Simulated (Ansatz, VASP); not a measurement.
# Ta in VASP and in Ansatz

```
Ta
1.0
     9.03600    0.00000    0.00000
     0.00000    9.13640    0.00000
     0.00000    0.00000    9.23680
Ta
1
Cartesian
  4.7078 4.6641 4.5537
```

Alike in both runs: task single point; functional PBE; k mesh 1 × 1 × 1; occupations fermi-dirac, width 0.1 eV; collinear spin.

```csv
,VASP,Ansatz
version,VASP 6.6.1,Ansatz development build ahead of 0.2.0
potentials or method,"VASP PAW PBE potentials, release 64 (Ta_pv)","PAW (an earlier, plane waves, scalar-relativistic"
plane-wave cutoff (eV),400,520
```

Ansatz gave:

- net moment per atom (μB): 3.00
- size of the moment on the site where the two differ most (μB): 3.01

Question: Estimate VASP's values.

Answer: net moment per atom (μB): 3.01; size of the moment on the site where the two differ most (μB): 2.13.

Site moments also hang on the region over which each program counts them. Ansatz's warnings: reached outside group, stability check not made.

Spin-orbit coupling is off throughout.
